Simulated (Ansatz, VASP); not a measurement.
# CdS in VASP and in Ansatz

```
CELL_PARAMETERS angstrom
4.12448 0.00000 0.00000
-2.06224 3.57190 0.00000
0.00000 0.00000 6.70947
ATOMIC_POSITIONS crystal
Cd 0.33333 0.66667 0.00018
Cd 0.66667 0.33333 0.50018
S 0.33333 0.66667 0.37682
S 0.66667 0.33333 0.87682
```

Change from the starting cell: polar distortion scaled by 1.00.

Alike in both runs: task single point; functional PBEsol; k mesh 12 × 12 × 6; no spin polarisation.

```csv
,VASP,Ansatz
version,VASP 6.6.1,Ansatz 0.2.0
potentials or method,"VASP PAW PBE potentials, release 64 (Cd, S), cutoff 520 eV","scalar-relativistic, plane waves, PAW"
occupations,"gaussian, width 0.01 eV",fixed
valence electrons in the cell,36,52
```

|  | VASP | Ansatz | Ansatz less VASP |
| --- | --- | --- | --- |
| gap on the k mesh at the Fermi level (eV) | 1.10 | 1.09 | -0.006 |
| least direct gap on the mesh (eV) | 1.10 | 1.09 | -0.006 |
| pressure (GPa) | 0.4 | 0.0 | -0.38 |

VASP's potentials were made for PBE, not for PBEsol, and Ansatz warns of the same on its side. VASP's potentials hold 36 valence electrons a cell and Ansatz's 52, so a difference there can come from the potentials and not from the codes.
